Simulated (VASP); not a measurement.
# Pt (P6_3/mmc) in VASP: single point with r2SCAN

Aim: the single point of Pt with r2SCAN.

Program: VASP 6.6.1. These are calculated values, not measurements. Logs are shortened: lines on timing, memory, paths and dates and some standing lists are left out, and cuts for length are marked.

## 1. The cell of the first run

Symmetry: P6_3/mmc, No. 194, hexagonal system. The conventional cell has a = 2.761 Å, b = 2.761 Å, c = 5.032 Å, α = 90.00°, β = 90.00°, γ = 120.00°. Pt (site symmetry -6m2) has 12 Pt at 2.76 to 2.98 Å within 3.6 Å.

This isn't the form of Pt at room conditions, which is fcc.

## 2. Single point, r2SCAN (strain +0.000 along x and y, +0.050 along z)

The input, POSCAR:

```
Pt
1.0
    2.7606656158      0.0000000000      0.0000000000
   -1.3803328079      2.3908065546      0.0000000000
    0.0000000000      0.0000000000      5.0317407000
Pt
2
Direct
    0.6666666667      0.3333333333      0.7500000000
    0.3333333333      0.6666666667      0.2500000000
```

The input, INCAR.step1:

```
SYSTEM = Pt
PREC = Accurate ; ENCUT = 630
ISMEAR = 0 ; SIGMA = 0.15
LREAL = .False. ; LASPH = .True.
NELM = 120 ; NBANDS = 25
GGA = PE ; ALGO = Normal
EDIFF = 1E-5 ; LWAVE = .True.
LCHARG = .False. ; GGA_COMPAT = .False.
```

The input, INCAR.step2:

```
SYSTEM = Pt
PREC = Accurate ; ENCUT = 630
EDIFF = 1E-6 ; ISMEAR = 0
SIGMA = 0.15 ; LREAL = .False.
LASPH = .True. ; NELM = 120
ALGO = Normal ; ISIF = 2
LWAVE = .False. ; LCHARG = .True.
METAGGA = R2SCAN ; LMIXTAU = .True.
LELF = .True. ; LVHAR = .True.
NBANDS = 25 ; ISTART = 1
GGA_COMPAT = .False.
```

The input, KPOINTS:

```
regular mesh
0
Gamma
  18 18 10
  0 0 0
```

Potentials or basis: VASP PAW PBE potentials, release 64 (Pt_sv_GW).

Command:

```console
cat potpaw_PBE.64/Pt_sv_GW/POTCAR > POTCAR
cp INCAR.step1 INCAR
mpirun -np 1 vasp_std > vasp.out
cp INCAR.step2 INCAR
mpirun -np 1 vasp_std > vasp.out
```

OUTCAR:

```text
SYSTEM = Pt
   PREC = Accurate
   ENCUT = 630
   EDIFF = 1E-6
   ISMEAR = 0
   LREAL = .False.
   LASPH = .True.
   NELM = 120
   ISIF = 2
   METAGGA = R2SCAN
   ISTART = 1

 ion  position               nearest neighbor table
   1  0.667  0.333  0.750-   2 2.98   2 2.98   2 2.98   2 2.98   2 2.98   2 2.98
   2  0.333  0.667  0.250-   1 2.98   1 2.98   1 2.98   1 2.98   1 2.98   1 2.98

  LATTYP: Found a hexagonal cell.
 ALAT       =     2.7606656158
 C/A-ratio  =     1.8226548957

  Lattice vectors:

 A1 = (   2.7606656158,   0.0000000000,   0.0000000000)
 A2 = (  -1.3803328079,   2.3908065546,   0.0000000000)
 A3 = (   0.0000000000,   0.0000000000,   5.0317407000)

Analysis of symmetry for initial positions (statically):
=====================================================================
 Subroutine PRICEL returns:
 Original cell was already a primitive cell.

 Routine SETGRP: Setting up the symmetry group for a
 hexagonal supercell.

 Subroutine GETGRP returns: Found 24 space group operations
 (whereof 12 operations were pure point group operations)
 out of a pool of 24 trial point group operations.

The static configuration has the point symmetry D_3d.
 The point group associated with its full space group is D_6h.

Analysis of symmetry for dynamics (positions and initial velocities):
=====================================================================
 Subroutine PRICEL returns:
 Original cell was already a primitive cell.

 Routine SETGRP: Setting up the symmetry group for a
 hexagonal supercell.

 Subroutine GETGRP returns: Found 24 space group operations
 (whereof 12 operations were pure point group operations)
 out of a pool of 24 trial point group operations.

The dynamic configuration has the point symmetry D_3d.
 The point group associated with its full space group is D_6h.

 Subroutine INISYM returns: Found 24 space group operations
 (whereof 12 operations are pure point group operations),
 and found     1 'primitive' translations

----------------------------------------------------------------------------------------

                                     Primitive cell

  volume of cell :      33.2106

  direct lattice vectors                    reciprocal lattice vectors
     2.760665616  0.000000000  0.000000000     0.362231483  0.209134444  0.000000000
    -1.380332808  2.390806555  0.000000000     0.000000000  0.418268888  0.000000000
     0.000000000  0.000000000  5.031740700     0.000000000  0.000000000  0.198738381

  length of vectors
     2.760665616  2.760665616  5.031740700     0.418268888  0.418268888  0.198738381

  position of ions in fractional coordinates (direct lattice)
     0.666666667  0.333333333  0.750000000
     0.333333333  0.666666667  0.250000000

  ion indices of the primitive-cell ions
   primitive index   ion index
                 1           1
                 2           2

----------------------------------------------------------------------------------------

 KPOINTS: regular mesh

Automatic generation of k-mesh.
 Grid dimensions read from file:
 generate k-points for:   18   18   10

 Generating k-lattice:

  Cartesian coordinates                     Fractional coordinates (reciprocal lattice)
     0.020123971  0.011618580  0.000000000     0.055555556 -0.000000000  0.000000000
     0.000000000  0.023237160  0.000000000     0.000000000  0.055555556  0.000000000
     0.000000000  0.000000000  0.019873838     0.000000000  0.000000000  0.100000000

  Length of vectors
     0.023237160  0.023237160  0.019873838

  Shift w.r.t. Gamma in fractional coordinates (k-lattice)
     0.000000000  0.000000000  0.000000000

 Subroutine IBZKPT returns following result:
 ===========================================

 Found    222 irreducible k-points:

 Following reciprocal coordinates:
            Coordinates               Weight
  0.000000  0.000000  0.000000      1.000000
  0.055556 -0.000000  0.000000      6.000000
  0.111111 -0.000000  0.000000      6.000000
  0.166667  0.000000  0.000000      6.000000
  0.222222  0.000000  0.000000      6.000000
  0.277778 -0.000000  0.000000      6.000000
[... 16 lines left out ...]
  0.333333  0.111111  0.000000     12.000000
  0.388889  0.111111  0.000000     12.000000
 [... further k-points ...]
   k-points           NKPTS =    222   k-points in BZ     NKDIM =    222   number of bands    NBANDS=     25
   number of dos      NEDOS =    301   number of ions     NIONS =      2
   total plane-waves  NPLWV =  24192
   dimension x,y,z NGX =    24 NGY =   24 NGZ =   42
   dimension x,y,z NGXF=    48 NGYF=   48 NGZF=   84
   ions per type =               2
   NGX,Y,Z   is equivalent  to a cutoff of  14.45, 14.45, 13.88 a.u.
   NGXF,Y,Z  is equivalent  to a cutoff of  28.91, 28.91, 27.75 a.u.
 SYSTEM =  Pt
   PREC   = accura    normal or accurate (medium, high low for compatibility)
   ISTART =      1    job   : 0-new  1-cont  2-samecut
   ICHARG =      0    charge: 1-file 2-atom 10-const
   ISPIN  =      1    spin polarized calculation?
   LNONCOLLINEAR =      F non collinear calculations
   LSORBIT =      F    spin-orbit coupling
   LASPH  =      T    aspherical Exc in radial PAW
   ENCUT  =  630.0 eV  46.30 Ry    6.80 a.u.   5.65  5.65 10.30*2*pi/ulx,y,z
   NELM   =    120;   NELMIN=  2; NELMDL=  0     # of ELM steps
   EDIFF  = 0.1E-05   stopping-criterion for ELM
   LREAL  =      F    real-space projection
   EDIFFG = 0.1E-04   stopping-criterion for IOM
   NSW    =      0    number of steps for IOM
   IBRION =     -1    ionic relax: 0-MD 1-quasi-New 2-CG
   NFREE  =      0    steps in history (QN), initial steepest desc. (CG)
   ISIF   =      2    stress and relaxation
   ISYM   =      2    0-nonsym 1-usesym 2-fastsym
   POTIM  = 0.5000    time-step for ionic-motion
   TEBEG  =    0.0;   TEEND  =   0.0 temperature during run
   PSTRESS=    0.0 pullay stress
   NELECT =      36.0000    total number of electrons
   NUPDOWN=      -1.0000    fix difference up-down
   EMIN   =  10.00;   EMAX   =-10.00  energy-range for DOS
   EFERMI =   0.00;   METHOD = LEGACY
   ISMEAR =     0;   SIGMA  =   0.15  broadening in eV -4-tet -1-fermi 0-gaus
   EFERMI_NEDOS =   21; number of points for ismear=-14 and -15
   IALGO  =     38    algorithm
   IMIX   =      4    mixing-type and parameters
     AMIX     =   0.40;   BMIX     =  1.00
     AMIX_MAG =   1.60;   BMIX_MAG =  1.00
  volume/ion in A,a.u.               =      16.61       112.06
  Fermi-wavevector in a.u.,A,eV,Ry     =   1.681706  3.177964 38.479130  2.828136
  Thomas-Fermi vector in A             =   2.765215
   LORBIT       =      0    0 simple, 1 ext, 2 COOP (PROOUT), +10 PAW based schemes
   METAGGA = R2SCAN    functional components
   LHFCALC =     F    Hartree Fock is set to
   AEXX    =    0.0000 exact exchange contribution
   IVDW    =     0    specifies the selected vdW correction
   LEPSILON=     F    determine dielectric tensor
   LRPA    =     F    only Hartree local field effects (RPA)
 non-spin polarized calculation
 Gauss-broadening in eV      SIGMA  =   0.15
  energy-cutoff  :      630.00
  volume of cell :       33.21
 maximum number of plane-waves:      1220
 NGX is ok and might be reduce to    24
   NGX = 11   NGY = 11   NGZ = 21

 number of electron      36.0000000 magnetization

 Free energy of the ion-electron system (eV)
  ---------------------------------------------------
  ext. energy  EPLUGINS =         0.00000000
  ---------------------------------------------------
  free energy    TOTEN  =      -102.59221086 eV

  energy without entropy =     -102.55834742  energy(sigma->0) =     -102.57527914

 E-fermi :   8.7502     XC(G=0): -14.5178

 val. band max:        8.7498388748   @ k =   0.4444   0.1111   0.1000
 cond. band min:       8.7504083719   @ k =   0.3889   0.1667   0.1000
 fundamental gap:      0.0005694971
 Fermi energy:         8.7502357580

 k-point     1 :       0.0000    0.0000    0.0000
  band No.  band energies     occupation
      1     -91.5362      2.00000
      2     -91.5246      2.00000
      3     -45.0962      2.00000
      4     -45.0026      2.00000
      5     -45.0026      2.00000
      6     -44.9769      2.00000
[... 17 lines left out ...]
     24      26.7925      0.00000
     25      30.9895      0.00000

 k-point     2 :       0.0556   -0.0000    0.0000
  band No.  band energies     occupation
      1     -91.5354      2.00000
      2     -91.5241      2.00000
      3     -45.0931      2.00000
      4     -45.0150      2.00000
      5     -45.0060      2.00000
      6     -44.9894      2.00000
[... 17 lines left out ...]
     24      26.9460      0.00000
     25      30.2204      0.00000

 k-point     3 :       0.1111   -0.0000    0.0000
  band No.  band energies     occupation
      1     -91.5332      2.00000
      2     -91.5220      2.00000
      3     -45.0838      2.00000
      4     -45.0503      2.00000
      5     -45.0253      2.00000
      6     -45.0157      2.00000
[... 17 lines left out ...]
     24      27.1681      0.00000
     25      29.1275      0.00000

 k-point     4 :       0.1667    0.0000    0.0000
  band No.  band energies     occupation
      1     -91.5293      2.00000
      2     -91.5185      2.00000
      3     -45.1044      2.00000
      4     -45.0796      2.00000
      5     -45.0690      2.00000
      6     -45.0303      2.00000
[... 17 lines left out ...]
     24      27.3722      0.00000
     25      27.8167      0.00000
[... 477 lines left out ...]
 k-point    22 :       0.2778    0.1111    0.0000
  band No.  band energies     occupation
      1     -91.5125      2.00000
      2     -91.5060      2.00000
      3     -45.3026      2.00000
      4     -45.2815      2.00000
      5     -45.1052      2.00000
      6     -45.0706      2.00000
[... 17 lines left out ...]
     24      24.5477      0.00000
     25      24.9985      0.00000

 k-point    23 :       0.3333    0.1111    0.0000
  band No.  band energies     occupation
      1     -91.5082      2.00000
      2     -91.5033      2.00000
      3     -45.3500      2.00000
      4     -45.3249      2.00000
      5     -45.1236      2.00000
      6     -45.0856      2.00000
[... 17 lines left out ...]
     24      22.9530      0.00000
     25      23.6710      0.00000

 k-point    24 :       0.3889    0.1111    0.0000
  band No.  band energies     occupation
      1     -91.5055      2.00000
      2     -91.5016      2.00000
      3     -45.3810      2.00000
      4     -45.3532      2.00000
      5     -45.1355      2.00000
      6     -45.0955      2.00000
[... 17 lines left out ...]
     24      21.5814      0.00000
     25      22.9365      0.00000

 [... further k-points ...]

------------------------ aborting loop because EDIFF is reached ----------------------------------------

  FORCE on cell =-STRESS in cart. coord.  units (eV):
  Direction    XX          YY          ZZ          XY          YZ          ZX
  --------------------------------------------------------------------------------------
  -------------------------------------------------------------------------------------
  Total       -2.8774800     -2.8774800     -3.6940812      0.0000000      0.0000000      0.0000000
  in kB     -138.8181972   -138.8181972   -178.2134711      0.0000000      0.0000000      0.0000000
  external PRESSURE =    -151.9499552 kB  Pullay stress =       0.0000000 kB

 VOLUME and BASIS-vectors are now :
 -----------------------------------------------------------------------------
  energy-cutoff  :      630.00
  volume of cell :       33.21
      direct lattice vectors                 reciprocal lattice vectors
     2.760665616  0.000000000  0.000000000     0.362231483  0.209134444  0.000000000
    -1.380332808  2.390806555  0.000000000     0.000000000  0.418268888  0.000000000
     0.000000000  0.000000000  5.031740700     0.000000000  0.000000000  0.198738381

 POSITION                                       TOTAL-FORCE (eV/Angst)
 -----------------------------------------------------------------------------------
      1.38033      0.79694      3.77381        -0.000000      0.000000      0.000000
     -0.00000      1.59387      1.25794         0.000000     -0.000000      0.000000
 -----------------------------------------------------------------------------------
    total drift:                               -0.000000      0.000000     -0.000000

  FREE ENERGIE OF THE ION-ELECTRON SYSTEM (eV)
  ---------------------------------------------------
  free  energy   TOTEN  =      -102.5922108632 eV

  energy  without entropy=     -102.5583474157  energy(sigma->0) =     -102.57527914
```

Wall time 10 min (1 thread of Intel Xeon Platinum 8175M at 2.50GHz (Skylake/Cascade Lake), shared host); peak memory 0.34 GiB.

What came out:

```
Free energy            : -102.5922 eV
Pressure               : -15.2 GPa
Band gap on the k mesh : zero (bands 18 and 19 overlap by 1.36 eV)
```

Caveat: the cell differs from its parent crystal (strain +0.000 along x and y, +0.050 along z); the cell stands under tension; the PAW data sets were made with another functional, which shifts forces and pressure a little; spin-orbit coupling is left out, which moves the levels of the heavy elements.
